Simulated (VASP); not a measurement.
Input of a VASP 6.6.1 run:

The input POSCAR:

```
PbSe
1.0
    2.1377037839     -5.9967639064      0.0000000000
    2.1377037839      5.9967639064      0.0000000000
    0.0000000000      0.0000000000      4.4334889037
Pb Se
2 2
Direct
    0.6284359950      0.3715640050      0.7500000000
    0.3715640050      0.6284359950      0.2500000000
    0.8626836362      0.1373163638      0.7500000000
    0.1373163638      0.8626836362      0.2500000000
```

The input INCAR.step1:

```
  PREC = Accurate
  ENCUT = 520
  ISMEAR = 0
  SIGMA = 0.01
  LREAL = F
  LASPH = T
  NELM = 60
  NBANDS = 28
  GGA = PE
  ALGO = Normal
  EDIFF = 1E-4
  LWAVE = T
  LCHARG = F
```

File INCAR.step2:

```
  PREC = Accurate
  ENCUT = 520
  EDIFF = 1E-7
  ISMEAR = 0
  SIGMA = 0.01
  LREAL = F
  LASPH = T
  NELM = 60
  ALGO = Normal
  ISIF = 2
  LWAVE = F
  LCHARG = F
  METAGGA = R2SCAN
  LMIXTAU = T
  NBANDS = 28
  ISTART = 1
```

The input KPOINTS:

```
regular mesh
0
Gamma
  6 6 6
```

Potentials or basis: VASP PAW PBE potentials, release 64 (Pb_d, Se).

Launch:

```bash
$ cat potpaw_PBE.64/Pb_d/POTCAR potpaw_PBE.64/Se/POTCAR > POTCAR
$ cp INCAR.step1 INCAR
$ mpirun -np 1 vasp_std > vasp.out
$ cp INCAR.step2 INCAR
$ mpirun -np 1 vasp_std > vasp.out
```

**Question.** Predict the band gap on the k mesh.

**Answer.** 1.40 eV (least direct gap 1.55 eV).

**Question.** What does it give for the largest force?

**Answer.** 0.009 eV/Å.

**Question.** Predict the pressure.

**Answer.** 1.0 GPa.

Forces on the atoms (eV/Å):
```
Pb   0.000 -0.009  0.000
Pb   0.000  0.009  0.000
Se   0.000  0.003  0.000
Se   0.000 -0.003  0.000
```

Caveat: the PAW data sets were made with another functional, which shifts forces and pressure a little; spin-orbit coupling is left out, which moves the levels of the heavy elements. A k mesh can miss the band edges.
